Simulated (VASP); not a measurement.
# BN (Pm) in VASP: a series of runs

Runs on BN. Level: PBE+D3(BJ). Tasks: single point.

Program: VASP 6.6.1. These are calculated values, not measurements. Logs are shortened: lines on timing, memory, paths and dates and some standing lists are left out, and cuts for length are marked.

## Step 1: The cell of the first run

The structure is monoclinic, space group Pm (No. 6). Conventional cell: a = 2.510 Å, b = 6.690 Å, c = 2.510 Å, α = 90.00°, β = 120.00°, γ = 90.00°. B (site symmetry m) has 3 N at 1.26 to 1.60 Å within 1.7 Å. B (site symmetry m) has 3 N at 1.26 to 1.60 Å within 1.7 Å. N (site symmetry m) has 3 B at 1.26 to 1.60 Å within 1.7 Å. N (site symmetry m) has 3 B at 1.26 to 1.60 Å within 1.7 Å.

## Step 2: Single point, PBE+D3(BJ) (all N atoms moved -0.200 Å, as atom 3 along Cartesian [1 1 0])

File INCAR:

```
PREC = Accurate
ENCUT = 520
EDIFF = 1E-6
ISMEAR = 0
SIGMA = 0.05
LREAL = False
LASPH = True
NELM = 80
ALGO = Normal
ISIF = 2
LWAVE = False
LCHARG = True
GGA = PE
IVDW = 12
LELF = True
LVHAR = True
NBANDS = 16
```

File KPOINTS:

```
regular mesh
0
Gamma
  12 12 4
```

File POSCAR:

```
BN
1.0
    2.5099983704      0.0000000000      0.0000000000
   -1.2549991852      2.1737223522      0.0000000000
    0.0000000000      0.0000000000      6.6900000000
B N
2 2
Direct
    0.0000000000      0.0000000000      0.5000000000
    0.3333333333      0.6666666667      0.0000000000
   -0.0888729718     -0.0650595308      0.0000000000
    0.5777936949      0.2682738026      0.5000000000
```

Potentials or basis: VASP PAW PBE potentials, release 64 (B, N).

Started as:

```sh
> cat potpaw_PBE.64/B/POTCAR potpaw_PBE.64/N/POTCAR > POTCAR
> mpirun -np 1 vasp_std > vasp.out
```

OUTCAR:

```text
PREC = Accurate
   ENCUT = 520
   EDIFF = 1E-6
   ISMEAR = 0
   LREAL = False
   LASPH = True
   NELM = 80
   ISIF = 2
   GGA = PE
   IVDW = 12
 IVDW          = 12

 ion  position               nearest neighbor table
   1  0.000  0.000  0.500-   4 1.26   4 1.51   4 1.60
   2  0.333  0.667  0.000-   3 1.26   3 1.51   3 1.60
   3  0.911  0.935  0.000-   2 1.26   2 1.51   2 1.60
   4  0.578  0.268  0.500-   1 1.26   1 1.51   1 1.60

  LATTYP: Found a hexagonal cell.
 ALAT       =     2.5099983704
 C/A-ratio  =     2.6653403759

  Lattice vectors:

 A1 = (   2.5099983704,   0.0000000000,   0.0000000000)
 A2 = (  -1.2549991852,   2.1737223522,   0.0000000000)
 A3 = (   0.0000000000,   0.0000000000,   6.6900000000)

Analysis of symmetry for initial positions (statically):
=====================================================================
 Subroutine PRICEL returns:
 Original cell was already a primitive cell.

 Routine SETGRP: Setting up the symmetry group for a
 hexagonal supercell.

 Subroutine GETGRP returns: Found  2 space group operations
 (whereof  2 operations were pure point group operations)
 out of a pool of 24 trial point group operations.

The static configuration has the point symmetry C_1h.

Analysis of symmetry for dynamics (positions and initial velocities):
=====================================================================
 Subroutine PRICEL returns:
 Original cell was already a primitive cell.

 Routine SETGRP: Setting up the symmetry group for a
 hexagonal supercell.

 Subroutine GETGRP returns: Found  2 space group operations
 (whereof  2 operations were pure point group operations)
 out of a pool of 24 trial point group operations.

The dynamic configuration has the point symmetry C_1h.

 Subroutine INISYM returns: Found  2 space group operations
 (whereof  2 operations are pure point group operations),
 and found     1 'primitive' translations

----------------------------------------------------------------------------------------

                                     Primitive cell

  volume of cell :      36.5009

  direct lattice vectors                    reciprocal lattice vectors
     2.509998370  0.000000000  0.000000000     0.398406633  0.230020177  0.000000000
    -1.254999185  2.173722352  0.000000000     0.000000000  0.460040354  0.000000000
     0.000000000  0.000000000  6.690000000     0.000000000  0.000000000  0.149476831

  length of vectors
     2.509998370  2.509998370  6.690000000     0.460040354  0.460040354  0.149476831

  position of ions in fractional coordinates (direct lattice)
     0.000000000  0.000000000  0.500000000
     0.333333333  0.666666667  0.000000000
     0.911127028  0.934940469  0.000000000
     0.577793695  0.268273803  0.500000000

  ion indices of the primitive-cell ions
   primitive index   ion index
                 1           1
                 2           2
                 3           3
                 4           4

----------------------------------------------------------------------------------------

 KPOINTS: regular mesh

Automatic generation of k-mesh.
 Grid dimensions read from file:
 generate k-points for:   12   12    4

 Generating k-lattice:

  Cartesian coordinates                     Fractional coordinates (reciprocal lattice)
     0.033200553  0.019168348  0.000000000     0.083333333 -0.000000000  0.000000000
     0.000000000  0.038336696  0.000000000     0.000000000  0.083333333  0.000000000
     0.000000000  0.000000000  0.037369208     0.000000000  0.000000000  0.250000000

  Length of vectors
     0.038336696  0.038336696  0.037369208

  Shift w.r.t. Gamma in fractional coordinates (k-lattice)
     0.000000000  0.000000000  0.000000000

 Subroutine IBZKPT returns following result:
 ===========================================

 Found    222 irreducible k-points:

 Following reciprocal coordinates:
            Coordinates               Weight
  0.000000  0.000000  0.000000      1.000000
  0.083333  0.000000  0.000000      2.000000
  0.000000  0.083333  0.000000      2.000000
[... 51 lines left out ...]
     16      18.0396      0.00000

 k-point     4 :      -0.0833    0.0833    0.0000
  band No.  band energies     occupation
      1     -15.5075      2.00000
      2     -15.2299      2.00000
      3      -3.8897      2.00000
      4      -1.9167      2.00000
      5      -1.6047      2.00000
      6      -1.5263      2.00000
[... 8 lines left out ...]
     15      15.9600      0.00000
     16      18.0494      0.00000

 k-point     5 :       0.1667    0.0000    0.0000
  band No.  band energies     occupation
      1     -15.1544      2.00000
      2     -14.8923      2.00000
      3      -3.3108      2.00000
      4      -2.6473      2.00000
      5      -2.5586      2.00000
      6      -1.3885      2.00000
[... 8 lines left out ...]
     15      15.1922      0.00000
     16      17.5742      0.00000

 k-point     6 :       0.0000    0.1667    0.0000
  band No.  band energies     occupation
      1     -15.1016      2.00000
      2     -14.8363      2.00000
      3      -3.3711      2.00000
      4      -2.1339      2.00000
      5      -2.0559      2.00000
      6      -1.4784      2.00000
[... 8 lines left out ...]
     15      17.1072      0.00000
     16      17.8051      0.00000
[... 267 lines left out ...]
 k-point    21 :      -0.0833    0.1667    0.0000
  band No.  band energies     occupation
      1     -15.2305      2.00000
      2     -14.9608      2.00000
      3      -3.5479      2.00000
      4      -1.9682      2.00000
      5      -1.8904      2.00000
      6      -1.6296      2.00000
[... 8 lines left out ...]
     15      17.1884      0.00000
     16      17.9185      0.00000

 k-point    22 :      -0.1667    0.0833    0.0000
  band No.  band energies     occupation
      1     -15.2687      2.00000
      2     -15.0013      2.00000
      3      -3.5055      2.00000
      4      -2.2921      2.00000
      5      -2.2112      2.00000
      6      -1.5672      2.00000
[... 8 lines left out ...]
     15      15.7378      0.00000
     16      17.7748      0.00000

 k-point    23 :       0.1667    0.0833    0.0000
  band No.  band energies     occupation
      1     -14.7844      2.00000
      2     -14.5363      2.00000
      3      -3.2800      2.00000
      4      -3.1859      2.00000
      5      -2.7759      2.00000
      6      -0.9278      2.00000
[... 8 lines left out ...]
     15      15.5937      0.00000
     16      17.3372      0.00000

 k-point    24 :      -0.0833    0.2500    0.0000
  band No.  band energies     occupation
      1     -14.7025      2.00000
      2     -14.4498      2.00000
      3      -2.8745      2.00000
      4      -2.7267      2.00000
      5      -2.6509      2.00000
      6      -1.0713      2.00000
[... 8 lines left out ...]
     15      17.2803      0.00000
     16      18.2966      0.00000

 [... further k-points ...]

------------------------ aborting loop because EDIFF is reached ----------------------------------------

 Edisp (eV)   -0.55720

 E8    (eV) :    -0.1631

  FORCE on cell =-STRESS in cart. coord.  units (eV):
  Direction    XX          YY          ZZ          XY          YZ          ZX
  --------------------------------------------------------------------------------------
  -------------------------------------------------------------------------------------
  Total      10.13891     1.18351    -0.13327     5.80005     0.00000     0.00000
  in kB     445.03919    51.94909    -5.84980   254.58860     0.00000     0.00000
  external pressure =      163.71 kB  Pullay stress =        0.00 kB

 VOLUME and BASIS-vectors are now :
 -----------------------------------------------------------------------------
  energy-cutoff  :      520.00
  volume of cell :       36.50
      direct lattice vectors                 reciprocal lattice vectors
     2.509998370  0.000000000  0.000000000     0.398406633  0.230020177  0.000000000
    -1.254999185  2.173722352  0.000000000     0.000000000  0.460040354  0.000000000
     0.000000000  0.000000000  6.690000000     0.000000000  0.000000000  0.149476831

 POSITION                                       TOTAL-FORCE (eV/Angst)
 -----------------------------------------------------------------------------------
      0.00000      0.00000      3.34500        -8.791022     -6.004203      0.000000
     -0.00000      1.44915      0.00000        -8.812298     -6.013731      0.000000
      1.11358      2.03230      0.00000         8.818442      6.020643      0.000000
      1.11358      0.58315      3.34500         8.784878      5.997291      0.000000
 -----------------------------------------------------------------------------------
    total drift:                                0.000256      0.000059      0.000000

  FREE ENERGIE OF THE ION-ELECTRON SYSTEM (eV)
  ---------------------------------------------------
  free  energy   TOTEN  =       -33.8085915441 eV

  energy  without entropy=      -33.8085915441  energy(sigma->0) =      -33.80859154
```

Run time: 71 s. Hardware: 1 thread of Intel Xeon 6975P-C (Granite Rapids), shared host; peak memory 0.23 GiB.

What came out:

| Property | Result |
| --- | --- |
| Free energy | -33.8086 eV |
| Pressure | 16.4 GPa |
| Largest force | 10.678 eV/Å |
| Band gap on the k mesh | 2.56 eV, indirect (least direct gap 3.68 eV) |
| Dispersion energy per atom | -0.139 eV |

Forces on the atoms (eV/Å):
```
B   -8.791 -6.004  0.000
B   -8.812 -6.014  0.000
N    8.818  6.021  0.000
N    8.785  5.997  0.000
```

Caveat: the cell differs from its parent crystal (all N atoms moved -0.200 Å, as atom 3 along Cartesian [1 1 0]); forces of over 1 eV/Å act on the atoms, so gaps and moduli don't describe the material at rest. A k mesh can miss the band edges.

## Step 3: Single point, PBE+D3(BJ) (all N atoms moved +0.150 Å, as atom 3 along Cartesian [1 1 0])

File INCAR:

```
ALGO = Normal
EDIFF = 1E-6
ENCUT = 520
GGA = PE
ISIF = 2
ISMEAR = 0
IVDW = 12
LASPH = True
LCHARG = True
LELF = True
LREAL = False
LVHAR = True
LWAVE = False
NBANDS = 16
NELM = 80
PREC = Accurate
SIGMA = 0.05
```

File KPOINTS:

```
k-points
0
Gamma
  12 12 4
```

Changes to POSCAR since step 2:

```diff
@@ -10,3 +10,3 @@
     0.3333333333      0.6666666667      0.0000000000
-   -0.0888729718     -0.0650595308      0.0000000000
-    0.5777936949      0.2682738026      0.5000000000
+    0.0666547288      0.0487946481      0.0000000000
+    0.7333213955      0.3821279814      0.5000000000
```

Potentials or basis: VASP PAW PBE potentials, release 64 (B, N).

Started as:

```sh
> cat potpaw_PBE.64/B/POTCAR potpaw_PBE.64/N/POTCAR > POTCAR
> mpirun -np 1 vasp_std > vasp.out
```

Run time: 66 s. Hardware: 1 thread of Intel Xeon 6975P-C (Granite Rapids), shared host; peak memory 0.24 GiB.

Results (log left out):

- Free energy: -34.9008 eV
- Pressure: 6.2 GPa
- Largest force: 5.245 eV/Å
- Band gap on the k mesh: 3.30 eV, indirect (least direct gap 4.12 eV)
- Dispersion energy per atom: -0.139 eV

Forces in eV/Å, atoms in the order of the input:
```
B    2.897  4.353  0.000
B    2.898  4.362  0.000
N   -2.904 -4.368  0.000
N   -2.891 -4.347  0.000
```

Stress tensor (GPa, compression positive):
```
-2.66 -9.04  0.00
-9.04 21.90  0.00
 0.00  0.00 -0.55
```

Levels at points of the mesh, in eV from the valence-band top:
```tsv
k point	band 6	band 7	band 8	band 9	band 10	band 11
(0.00, 0.00, 0.00)	-3.41	-0.09	0.00	4.75	8.84	9.08
(0.50, 0.00, 0.00)	-5.42	-2.24	-1.64	5.13	6.30	8.94
(0.00, 0.50, 0.00)	-3.75	-1.37	-0.81	3.30	4.38	8.96
(0.50, 0.50, 0.00)	-3.95	-1.61	-1.03	3.74	4.82	8.48
(0.00, 0.00, 0.50)	-3.41	-0.09	0.00	6.97	7.01	9.03
(0.50, 0.00, 0.50)	-5.43	-1.95	-1.87	5.41	5.45	9.18
(0.00, 0.50, 0.50)	-3.76	-1.08	-0.99	3.57	3.63	9.11
(0.50, 0.50, 0.50)	-3.96	-1.31	-1.22	4.01	4.07	8.62
```

Caveat: the cell differs from its parent crystal (all N atoms moved +0.150 Å, as atom 3 along Cartesian [1 1 0]); forces of over 1 eV/Å act on the atoms, so gaps and moduli don't describe the material at rest.

## Step 4: Single point, PBE+D3(BJ) (all N atoms moved +0.200 Å, as atom 3 along Cartesian [1 1 0])

File INCAR:

```
SYSTEM = BN
  PREC = Accurate
  ENCUT = 520
  EDIFF = 1E-7
  ISMEAR = 0
  SIGMA = 0.05
  LREAL = .FALSE.
  LASPH = .TRUE.
  NELM = 60
  ALGO = Normal
  ISIF = 2
  LWAVE = .FALSE.
  LCHARG = .FALSE.
  GGA = PE
  IVDW = 12
  NBANDS = 16
```

File KPOINTS:

```
Automatic mesh
0
G
  12 12 4
  0 0 0
```

Changes to POSCAR since step 3:

```diff
@@ -10,3 +10,3 @@
     0.3333333333      0.6666666667      0.0000000000
-    0.0666547288      0.0487946481      0.0000000000
-    0.7333213955      0.3821279814      0.5000000000
+    0.0888729718      0.0650595308      0.0000000000
+    0.7555396384      0.3983928641      0.5000000000
```

Started as:

```sh
> cat potpaw_PBE.64/B/POTCAR potpaw_PBE.64/N/POTCAR > POTCAR
> mpirun -np 1 vasp_std > vasp.out
```

It took 69 s on 1 thread of Intel Xeon 6975P-C (Granite Rapids), shared host; peak memory 0.24 GiB.

The run converged. Its results:

```yaml
Free_energy: -34.3226 eV
Pressure: 11.5 GPa
Largest_force: 6.681 eV/Å
Band_gap_on_the_k_mesh: 2.63 eV, indirect (least direct gap 3.90 eV)
Dispersion_energy_per_atom: -0.139 eV
```

Forces on the atoms (eV/Å):
```
B    3.193  5.846  0.000
B    3.192  5.858  0.000
N   -3.199 -5.865  0.000
N   -3.185 -5.839  0.000
```

Stress tensor (GPa, compression positive):
```
  0.26 -11.54   0.00
-11.54  34.69   0.00
  0.00   0.00  -0.58
```

Levels at points of the mesh, in eV from the valence-band top:
```tsv
k point	band 5	band 6	band 7	band 8	band 9	band 10	band 11	band 12
(0.00, 0.00, 0.00)	-4.54	-4.45	-0.09	0.00	4.23	7.80	8.11	9.26
(0.50, 0.00, 0.00)	-6.36	-6.26	-2.94	-2.34	5.03	6.24	8.37	8.48
(0.00, 0.50, 0.00)	-4.10	-3.99	-1.81	-1.27	2.63	3.71	8.21	8.30
(0.50, 0.50, 0.00)	-4.26	-4.16	-2.12	-1.55	3.18	4.26	7.46	7.55
(0.00, 0.00, 0.50)	-4.54	-4.45	-0.09	0.00	6.38	6.42	8.11	8.17
(0.50, 0.00, 0.50)	-6.35	-6.27	-2.65	-2.57	5.30	5.34	8.64	8.71
(0.00, 0.50, 0.50)	-4.09	-4.01	-1.52	-1.44	2.90	2.96	8.35	8.42
(0.50, 0.50, 0.50)	-4.25	-4.17	-1.82	-1.74	3.45	3.50	7.58	7.65
```

Caveat: the cell differs from its parent crystal (all N atoms moved +0.200 Å, as atom 3 along Cartesian [1 1 0]); forces of over 1 eV/Å act on the atoms, so gaps and moduli don't describe the material at rest. A k mesh can miss the band edges.

## Step 5: Single point, PBE+D3(BJ) (all N atoms moved -0.150 Å, as atom 3 along Cartesian [1 1 0])

File INCAR:

```
ALGO = Normal
EDIFF = 1E-6
ENCUT = 520
GGA = PE
ISIF = 2
ISMEAR = 0
IVDW = 12
LASPH = T
LCHARG = F
LREAL = F
LWAVE = F
NBANDS = 16
NELM = 80
PREC = Accurate
SIGMA = 0.05
```

File KPOINTS:

```
k-points
0
Gamma
  12 12 4
```

Changes to POSCAR since step 4:

```diff
@@ -10,3 +10,3 @@
     0.3333333333      0.6666666667      0.0000000000
-    0.0888729718      0.0650595308      0.0000000000
-    0.7555396384      0.3983928641      0.5000000000
+   -0.0666547288     -0.0487946481      0.0000000000
+    0.6000119378      0.2845386853      0.5000000000
```

Started as:

```sh
> cat potpaw_PBE.64/B/POTCAR potpaw_PBE.64/N/POTCAR > POTCAR
> mpirun -np 1 vasp_std > vasp.out
```

Run time: 71 s. Hardware: 1 thread of Intel Xeon 6975P-C (Granite Rapids), shared host; peak memory 0.23 GiB.

It converged, with:

```
Free energy                : -34.6921 eV
Pressure                   : 8.3 GPa
Largest force              : 7.379 eV/Å
Band gap on the k mesh     : 3.18 eV, indirect (least direct gap 3.85 eV)
Dispersion energy per atom : -0.139 eV
```

Forces in eV/Å, atoms in the order of the input:
```
B   -5.889 -4.402  0.000
B   -5.906 -4.410  0.000
N    5.911  4.416  0.000
N    5.884  4.396  0.000
```

Stress tensor (GPa, compression positive):
```
25.74 16.33  0.00
16.33 -0.36  0.00
 0.00  0.00 -0.56
```

Levels at points of the mesh, in eV from the valence-band top:
```
           k point  band 5  band 6  band 7  band 8  band 9  band 10  band 11  band 12
(0.00, 0.00, 0.00)   -3.36   -3.27   -0.09    0.00    4.83     9.03     9.15     9.81
(0.50, 0.00, 0.00)   -3.77   -3.66   -1.20   -0.67    3.18     4.27     9.48     9.55
(0.00, 0.50, 0.00)   -5.03   -4.93   -2.07   -1.48    4.91     6.06     8.72     8.79
(0.50, 0.50, 0.00)   -4.44   -4.34   -1.84   -1.26    4.39     5.50     8.45     8.52
(0.00, 0.00, 0.50)   -3.35   -3.27   -0.09    0.00    7.07     7.11     9.07     9.15
(0.50, 0.00, 0.50)   -3.76   -3.68   -0.92   -0.83    3.45     3.51     9.67     9.73
(0.00, 0.50, 0.50)   -5.02   -4.94   -1.78   -1.70    5.18     5.23     8.91     8.98
(0.50, 0.50, 0.50)   -4.43   -4.34   -1.55   -1.47    4.67     4.71     8.60     8.67
```

Caveat: the cell differs from its parent crystal (all N atoms moved -0.150 Å, as atom 3 along Cartesian [1 1 0]); forces of over 1 eV/Å act on the atoms, so gaps and moduli don't describe the material at rest.

## Step 6: Single point, PBE+D3(BJ) (all N atoms moved +0.175 Å, as atom 3 along Cartesian [1 1 0])

File INCAR:

```
SYSTEM = BN
PREC = Accurate
ENCUT = 520
EDIFF = 1E-6
ISMEAR = 0
SIGMA = 0.05
LREAL = .False.
LASPH = .True.
NELM = 100
ALGO = Normal
ISIF = 2
LWAVE = .False.
LCHARG = .True.
GGA = PE
IVDW = 12
LELF = .True.
LVHAR = .True.
NBANDS = 16
```

File KPOINTS:

```
Automatic mesh
0
Gamma
  12 12 4
  0 0 0
```

Changes to POSCAR since step 5:

```diff
@@ -10,3 +10,3 @@
     0.3333333333      0.6666666667      0.0000000000
-   -0.0666547288     -0.0487946481      0.0000000000
-    0.6000119378      0.2845386853      0.5000000000
+    0.0777638503      0.0569270894      0.0000000000
+    0.7444305170      0.3902604227      0.5000000000
```

Potentials or basis: VASP PAW PBE potentials, release 64 (B, N).

Started as:

```sh
> cat potpaw_PBE.64/B/POTCAR potpaw_PBE.64/N/POTCAR > POTCAR
> mpirun -np 1 vasp_std > vasp.out
```

Wall time 70 s (1 thread of Intel Xeon 6975P-C (Granite Rapids), shared host); peak memory 0.24 GiB.

The run converged. Its results:

```
Free energy                : -34.6275 eV
Pressure                   : 8.7 GPa
Largest force              : 5.978 eV/Å
Band gap on the k mesh     : 2.96 eV, indirect (least direct gap 4.00 eV)
Dispersion energy per atom : -0.139 eV
```

Forces on the atoms (eV/Å):
```
B    3.091  5.096  0.000
B    3.090  5.107  0.000
N   -3.097 -5.113  0.000
N   -3.084 -5.090  0.000
```

Stress tensor (GPa, compression positive):
```
 -1.37 -10.31   0.00
-10.31  28.02   0.00
  0.00   0.00  -0.56
```

Levels at points of the mesh, in eV from the valence-band top:
| k point | band 6 | band 7 | band 8 | band 9 | band 10 | band 11 |
| --- | --- | --- | --- | --- | --- | --- |
| (0.00, 0.00, 0.00) | -3.94 | -0.09 | 0.00 | 4.48 | 8.29 | 8.57 |
| (0.50, 0.00, 0.00) | -5.85 | -2.60 | -2.00 | 5.07 | 6.26 | 8.65 |
| (0.00, 0.50, 0.00) | -3.88 | -1.59 | -1.05 | 2.96 | 4.03 | 8.58 |
| (0.50, 0.50, 0.00) | -4.07 | -1.87 | -1.30 | 3.45 | 4.53 | 7.97 |
| (0.00, 0.00, 0.50) | -3.94 | -0.09 | 0.00 | 6.67 | 6.71 | 8.54 |
| (0.50, 0.00, 0.50) | -5.86 | -2.31 | -2.22 | 5.35 | 5.38 | 8.90 |
| (0.00, 0.50, 0.50) | -3.89 | -1.30 | -1.22 | 3.22 | 3.28 | 8.73 |
| (0.50, 0.50, 0.50) | -4.08 | -1.57 | -1.49 | 3.72 | 3.77 | 8.10 |

Caveat: the cell differs from its parent crystal (all N atoms moved +0.175 Å, as atom 3 along Cartesian [1 1 0]); forces of over 1 eV/Å act on the atoms, so gaps and moduli don't describe the material at rest. A k mesh can miss the band edges.
